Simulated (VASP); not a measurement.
# GeSb3Te (R3m) in VASP: single point with PBE

Aim: the single point of GeSb3Te with PBE.

Program: VASP 6.6.1. These are calculated values, not measurements. Logs are shortened: lines on timing, memory, paths and dates and some standing lists are left out, and cuts for length are marked.

## Step 1: The cell of the first run

The structure is trigonal, space group R3m (No. 160). The conventional cell has a = 6.793 Å, b = 6.793 Å, c = 11.969 Å, α = 90.00°, β = 90.00°, γ = 120.00°. Within 3.4 Å of Ge (site symmetry 3m) lie 6 Sb at 2.54 to 3.15 Å. Sb (site symmetry m) has 2 Ge at 2.54 to 3.15 Å and 2 Sb at 3.15 Å within 3.4 Å. Within 4.5 Å of Te (site symmetry 3m) lie 9 Sb at 3.43 to 3.99 Å and 6 Ge at 4.34 to 4.46 Å.

## Step 2: Single point, PBE

INCAR reads:

```
ALGO = Normal
EDIFF = 1E-7
ENCUT = 520
GGA = PE
ISIF = 2
ISMEAR = 0
LASPH = True
LCHARG = False
LREAL = False
LWAVE = False
NBANDS = 26
NELM = 60
PREC = Accurate
SIGMA = 0.1
```

KPOINTS reads:

```
k-points
0
Gamma
  3 3 3
```

POSCAR reads:

```
GeSb3Te
1.0
    3.3966736900      1.9610704700      3.9897502600
   -3.3966736900      1.9610704700      3.9897502600
    0.0000000000     -3.9221409300      3.9897502600
Ge Sb Te
1 3 1
Direct
    0.1348404100      0.1348404100      0.1348404100
    0.0746230400      0.6115526400      0.0746230400
    0.0746230400      0.0746230400      0.6115526400
    0.6115526400      0.0746230400      0.0746230400
    0.6234282000      0.6234282000      0.6234282000
```

Potentials or basis: VASP PAW PBE potentials, release 64 (Ge_d, Sb, Te).

Command:

```
cat potpaw_PBE.64/Ge_d/POTCAR potpaw_PBE.64/Sb/POTCAR potpaw_PBE.64/Te/POTCAR > POTCAR
mpirun -np 1 vasp_std > vasp.out
```

OUTCAR:

```text
EDIFF = 1E-7
   ENCUT = 520
   GGA = PE
   ISIF = 2
   ISMEAR = 0
   LASPH = True
   LREAL = False
   NELM = 60
   PREC = Accurate

 ion  position               nearest neighbor table
   1  0.135  0.135  0.135-   3 2.54   2 2.54   4 2.54   3 3.15   2 3.15   4 3.15
   2  0.075  0.612  0.075-   1 2.54   1 3.15   3 3.15   4 3.15   5 3.43   5 3.43   3 3.65   4 3.65

   3  0.075  0.075  0.612-   1 2.54   1 3.15   2 3.15   4 3.15   5 3.43   5 3.43   4 3.65   2 3.65

   4  0.612  0.075  0.075-   1 2.54   1 3.15   3 3.15   2 3.15   5 3.43   5 3.43   3 3.65   2 3.65

   5  0.623  0.623  0.623-   2 3.43   4 3.43   4 3.43   2 3.43   3 3.43   3 3.43

  LATTYP: Found a trigonal (rhomboedric) cell.
 ALAT       =     5.5947561772
 COS(alpha) =     0.2628169834

  Lattice vectors:

 A1 = (   3.3966736900,   1.9610704700,   3.9897502600)
 A2 = (  -3.3966736900,   1.9610704700,   3.9897502600)
 A3 = (   0.0000000000,  -3.9221409300,   3.9897502600)

Analysis of symmetry for initial positions (statically):
=====================================================================
 Subroutine PRICEL returns:
 Original cell was already a primitive cell.

 Routine SETGRP: Setting up the symmetry group for a
 trigonal (rhombohedral) supercell.

 Subroutine GETGRP returns: Found  6 space group operations
 (whereof  6 operations were pure point group operations)
 out of a pool of 12 trial point group operations.

The static configuration has the point symmetry C_3v.

Analysis of symmetry for dynamics (positions and initial velocities):
=====================================================================
 Subroutine PRICEL returns:
 Original cell was already a primitive cell.

 Routine SETGRP: Setting up the symmetry group for a
 trigonal (rhombohedral) supercell.

 Subroutine GETGRP returns: Found  6 space group operations
 (whereof  6 operations were pure point group operations)
 out of a pool of 12 trial point group operations.

The dynamic configuration has the point symmetry C_3v.

 Subroutine INISYM returns: Found  6 space group operations
 (whereof  6 operations are pure point group operations),
 and found     1 'primitive' translations

----------------------------------------------------------------------------------------

                                     Primitive cell
[... 77 lines left out ...]
   NELM   =     60;   NELMIN=  2; NELMDL= -5     # of ELM steps
   EDIFF  = 0.1E-06   stopping-criterion for ELM
   LREAL  =      F    real-space projection
   EDIFFG = 0.1E-05   stopping-criterion for IOM
   NSW    =      0    number of steps for IOM
   IBRION =     -1    ionic relax: 0-MD 1-quasi-New 2-CG
   NFREE  =      0    steps in history (QN), initial steepest desc. (CG)
   ISIF   =      2    stress and relaxation
   ISYM   =      2    0-nonsym 1-usesym 2-fastsym
   POTIM  = 0.5000    time-step for ionic-motion
   TEBEG  =    0.0;   TEEND  =   0.0 temperature during run
   PSTRESS=    0.0 pullay stress
   NELECT =      35.0000    total number of electrons
   NUPDOWN=      -1.0000    fix difference up-down
   EMIN   =  10.00;   EMAX   =-10.00  energy-range for DOS
   EFERMI =   0.00;   METHOD = LEGACY
   ISMEAR =     0;   SIGMA  =   0.10  broadening in eV -4-tet -1-fermi 0-gaus
   EFERMI_NEDOS =   21; number of points for ismear=-14 and -15
   IALGO  =     38    algorithm
   IMIX   =      4    mixing-type and parameters
     AMIX     =   0.40;   BMIX     =  1.00
     AMIX_MAG =   1.60;   BMIX_MAG =  1.00
  volume/ion in A,a.u.               =      31.89       215.21
  Fermi-wavevector in a.u.,A,eV,Ry     =   0.987528  1.866158 13.268565  0.975212
  Thomas-Fermi vector in A             =   2.118989
   LORBIT       =      0    0 simple, 1 ext, 2 COOP (PROOUT), +10 PAW based schemes
   GGA     = PE    functional components
   LHFCALC =     F    Hartree Fock is set to
   AEXX    =    0.0000 exact exchange contribution
   IVDW    =     0    specifies the selected vdW correction
   LEPSILON=     F    determine dielectric tensor
   LRPA    =     F    only Hartree local field effects (RPA)
 non-spin polarized calculation
 Gauss-broadening in eV      SIGMA  =   0.10
  energy-cutoff  :      520.00
  volume of cell :      159.46
 maximum number of plane-waves:      4329
 NGX is ok and might be reduce to    42
   NGX = 21   NGY = 21   NGZ = 21

 number of electron      35.0000012 magnetization

 Free energy of the ion-electron system (eV)
  ---------------------------------------------------
  ext. energy  EPLUGINS =         0.00000000
  ---------------------------------------------------
  free energy    TOTEN  =       -17.56128560 eV

  energy without entropy =      -17.53929684  energy(sigma->0) =      -17.55029122

 E-fermi :   5.2540     XC(G=0):  -9.1300

 val. band max:        5.1915572811   @ k =  -0.3333   0.3333   0.3333
 cond. band min:       5.4457279941   @ k =  -0.3333   0.3333   0.0000
 fundamental gap:      0.2541707129
 Fermi energy:         5.2540499848

 k-point     1 :       0.0000    0.0000    0.0000
  band No.  band energies     occupation
      1     -19.2380      2.00000
      2     -19.2380      2.00000
      3     -19.2213      2.00000
      4     -19.1890      2.00000
      5     -19.1890      2.00000
      6      -7.0552      2.00000
[... 163 lines left out ...]
     25       9.7736      0.00000
     26      11.2186      0.00000

------------------------ aborting loop because EDIFF is reached ----------------------------------------

  FORCE on cell =-STRESS in cart. coord.  units (eV):
  Direction    XX          YY          ZZ          XY          YZ          ZX
  --------------------------------------------------------------------------------------
  -------------------------------------------------------------------------------------
  Total        1.0265063      1.0265063      2.4488238      0.0000000      0.0000000     -0.0000000
  in kB       10.3140259     10.3140259     24.6050431      0.0000000      0.0000000     -0.0000000
  external PRESSURE =      15.0776983 kB  Pullay stress =       0.0000000 kB

 VOLUME and BASIS-vectors are now :
 -----------------------------------------------------------------------------
  energy-cutoff  :      520.00
  volume of cell :      159.46
      direct lattice vectors                 reciprocal lattice vectors
     3.396673690  1.961070470  3.989750260     0.147202836  0.084987597  0.083547418
    -3.396673690  1.961070470  3.989750260    -0.147202836  0.084987597  0.083547418
     0.000000000 -3.922140930  3.989750260     0.000000000 -0.169975194  0.083547418

 POSITION                                       TOTAL-FORCE (eV/Angst)
 -----------------------------------------------------------------------------------
      0.00000      0.00000      1.61394         0.000000     -0.000000     -2.477719
     -1.82377      1.05296      3.03540        -0.939064      0.542169      0.876801
      0.00000     -2.10591      3.03540         0.000000     -1.084338      0.876801
      1.82377      1.05296      3.03540         0.939064      0.542169      0.876801
      0.00000      0.00000      7.46197         0.000000     -0.000000     -0.152682
 -----------------------------------------------------------------------------------
    total drift:                                0.000000     -0.000001      0.000698

  FREE ENERGIE OF THE ION-ELECTRON SYSTEM (eV)
  ---------------------------------------------------
  free  energy   TOTEN  =       -17.5612855975 eV

  energy  without entropy=      -17.5392968422  energy(sigma->0) =      -17.55029122
```

OSZICAR:

```text
N       E                     dE             d eps       ncg     rms          rms(c)
DAV:   1     0.264713410940E+03    0.26471E+03   -0.14091E+04   380   0.165E+03
DAV:   2     0.180629655209E+02   -0.24665E+03   -0.23694E+03   364   0.462E+02
DAV:   3    -0.162018953548E+02   -0.34265E+02   -0.33722E+02   384   0.115E+02
DAV:   4    -0.177183317234E+02   -0.15164E+01   -0.15081E+01   350   0.281E+01
DAV:   5    -0.177571724630E+02   -0.38841E-01   -0.38832E-01   388   0.509E+00    0.579E+00
DAV:   6    -0.175841734941E+02    0.17300E+00   -0.29186E-01   404   0.337E+00    0.339E+00
DAV:   7    -0.175622504818E+02    0.21923E-01   -0.12366E-01   352   0.212E+00    0.123E+00
DAV:   8    -0.175611932807E+02    0.10572E-02   -0.12730E-02   388   0.777E-01    0.282E-01
DAV:   9    -0.175612599137E+02   -0.66633E-04   -0.23551E-03   338   0.268E-01    0.163E-01
DAV:  10    -0.175612949857E+02   -0.35072E-04   -0.34246E-04   364   0.139E-01    0.527E-02
DAV:  11    -0.175612842393E+02    0.10746E-04   -0.68557E-05   362   0.515E-02    0.163E-02
DAV:  12    -0.175612855314E+02   -0.12921E-05   -0.11769E-05   366   0.307E-02    0.393E-03
DAV:  13    -0.175612855676E+02   -0.36179E-07   -0.13306E-06   348   0.708E-03    0.211E-03
DAV:  14    -0.175612855975E+02   -0.29889E-07   -0.36666E-07   342   0.420E-03
   1 F= -.17561286E+02 E0= -.17550291E+02  d E =-.219888E-01
```

stdout:

```text
POSCAR found type information on POSCAR GeSbTe
 POSCAR found :  3 types and       5 ions
 scaLAPACK will be used
 LDA part: xc-table for (Slater+PW92), standard interpolation
 POSCAR, INCAR and KPOINTS ok, starting setup
 FFT: planning ... GRIDC
 FFT: planning ... GRID_SOFT
 FFT: planning ... GRID
 WAVECAR not read
 entering main loop
```

Run time: 63 s. Hardware: 1 thread of AMD EPYC 7R13, shared host; peak memory 0.23 GiB.

Results:

```yaml
Free_energy: -17.5613 eV
Pressure: 1.5 GPa
Largest_force: 2.478 eV/Å
```

Forces on the atoms (eV/Å):
```
Ge   0.000  0.000 -2.478
Sb  -0.939  0.542  0.877
Sb   0.000 -1.084  0.877
Sb   0.939  0.542  0.877
Te   0.000  0.000 -0.153
```

Stress tensor (GPa, compression positive):
```
1.03 0.00 0.00
0.00 1.03 0.00
0.00 0.00 2.46
```

Caveat: the k points lie up to 0.40 Å⁻¹ apart; spin-orbit coupling is left out, which moves the levels of the heavy elements; forces of over 1 eV/Å act on the atoms, so gaps and moduli don't describe the material at rest.
